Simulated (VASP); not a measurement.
Here is a VASP 6.6.1 calculation.

The input INCAR:

```
PREC = Accurate ; ENCUT = 450
EDIFF = 1E-7 ; ISMEAR = 0
SIGMA = 0.1 ; LREAL = F
LASPH = T ; NELM = 120
ALGO = Normal ; ISIF = 2
LWAVE = F ; LCHARG = F
LDIPOL = T ; IDIPOL = 3
DIPOL = 0.5 0.5 0.321 ; GGA = PE
IBRION = 2 ; NSW = 36
EDIFFG = -0.025 ; GGA_COMPAT = F
NELMIN = 4 ; NELMDL = -8
KPAR = 4
```

Contents of KPOINTS:

```
Automatic mesh
0
Gamma
  5 5 1
```

Contents of POSCAR:

```
SiW12
1.0
    5.7094426449      0.0000000000      0.0000000000
    0.0000000000      5.7094426449      0.0000000000
    0.0000000000      0.0000000000     19.4446428585
W Si
12 1
Selective dynamics
Direct
    0.2500000000      0.2500000000      0.2057121866  F F F
    0.2500000000      0.7500000000      0.2057121866  F F F
    0.7500000000      0.2500000000      0.2057121866  F F F
    0.7500000000      0.7500000000      0.2057121866  F F F
    0.0000000000      0.0000000000      0.3071173000  F F F
    0.0000000000      0.5000000000      0.3071173000  F F F
    0.5000000000      0.0000000000      0.3071173000  F F F
    0.5000000000      0.5000000000      0.3071173000  F F F
    0.2500000000      0.2500000000      0.4085774635  F F F
    0.2500000000      0.7500000000      0.4085774635  F F F
    0.7500000000      0.2500000000      0.4085774635  F F F
    0.7500000000      0.7500000000      0.4085774635  F F F
    0.5000000000      0.5000000000      0.4816424498  F F T
```

Potentials or basis: VASP PAW PBE potentials, release 64 (W_sv, Si).

Run with:

```bash
$ cat potpaw_PBE.64/W_sv/POTCAR potpaw_PBE.64/Si/POTCAR > POTCAR
$ mpirun -np 4 vasp_std > vasp.out
```

**Question.** Estimate the band gap on the k mesh.

**Answer.** Zero (bands 86 and 87 overlap by 0.17 eV).

**Question.** What does it give for the energy gained by relaxing?

**Answer.** 3.4 meV/atom.

Final structure:
```yaml
crystal:
  lattice:
    - [5.70944, 0.00000, 0.00000]
    - [0.00000, 5.70944, 0.00000]
    - [0.00000, 0.00000, 19.44464]
  atoms:
    - { symbol: W, position: [0.25000, 0.25000, 0.20571] }
    - { symbol: W, position: [0.25000, 0.75000, 0.20571] }
    - { symbol: W, position: [0.75000, 0.25000, 0.20571] }
    - { symbol: W, position: [0.75000, 0.75000, 0.20571] }
    - { symbol: W, position: [0.00000, 0.00000, 0.30712] }
    - { symbol: W, position: [0.00000, 0.50000, 0.30712] }
    - { symbol: W, position: [0.50000, 0.00000, 0.30712] }
    - { symbol: W, position: [0.50000, 0.50000, 0.30712] }
    - { symbol: W, position: [0.25000, 0.25000, 0.40858] }
    - { symbol: W, position: [0.25000, 0.75000, 0.40858] }
    - { symbol: W, position: [0.75000, 0.25000, 0.40858] }
    - { symbol: W, position: [0.75000, 0.75000, 0.40858] }
    - { symbol: Si, position: [0.50000, 0.50000, 0.48706] }
```

Caveat: spin-orbit coupling is left out, which moves the levels of the heavy elements.
